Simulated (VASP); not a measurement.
Write the native input for VASP 6.6.1 that does the following.

```
Task                   : single point
Functional             : PBEsol
Potentials or basis    : VASP PAW PBE potentials, release 64 (Rh_pv)
Cutoff                 : 520 eV
k mesh                 : 18 × 18 × 18
Occupations            : gaussian, width 0.1 eV
Spin                   : non-collinear spin, zero start, spin-orbit coupling
Starting moments       : [[0.0, 0.0, 0.0]] μB
Dipole correction      : no
Further INCAR settings : ALGO = Normal; EDIFF = 1e-06; NBANDS = 26
```

The structure of Rh lies in POSCAR:

```
Rh
1.0
    0.0000000000      1.8899900488      1.8899900488
    1.8899900488      0.0000000000      1.8899900488
    1.8899900488      1.8899900488      0.0000000000
Rh
1
Direct
    0.0000000000      0.0000000000      0.0000000000
```

These files were run (other wordings do the same):

INCAR

```
SYSTEM = Rh
ALGO = Normal ; EDIFF = 1E-6
ENCUT = 520 ; GGA = PS
GGA_COMPAT = .FALSE. ; ISIF = 2
ISMEAR = 0 ; LASPH = .TRUE.
LCHARG = .TRUE. ; LMAXMIX = 4
LORBIT = 11 ; LORBMOM = .TRUE.
LREAL = .FALSE. ; LSORBIT = .TRUE.
LVHAR = .TRUE. ; LWAVE = .FALSE.
MAGMOM = 0 0 0 ; NBANDS = 26
NELM = 150 ; PREC = Accurate
SIGMA = 0.1
```

KPOINTS

```
k-points
0
G
  18 18 18
  0 0 0
```

Potentials or basis: VASP PAW PBE potentials, release 64 (Rh_pv).

Run with:

```console
$ cat potpaw_PBE.64/Rh_pv/POTCAR > POTCAR
$ mpirun -np 1 vasp_ncl > vasp.out
```

Results of the run:

```
Pressure                                              : 0.2 GPa
Net moment                                            : 0.00 μB per cell
Valence electrons inside the program's atomic spheres : Rh 13.81
```

Caveat: the PAW data sets were made with another functional, which shifts forces and pressure a little.

Run time: 96 s on 1 thread of Intel(R) Xeon(R) Platinum 8375C CPU @ 2.90GHz (Ice Lake), on a shared host, peak memory 0.23 GiB.
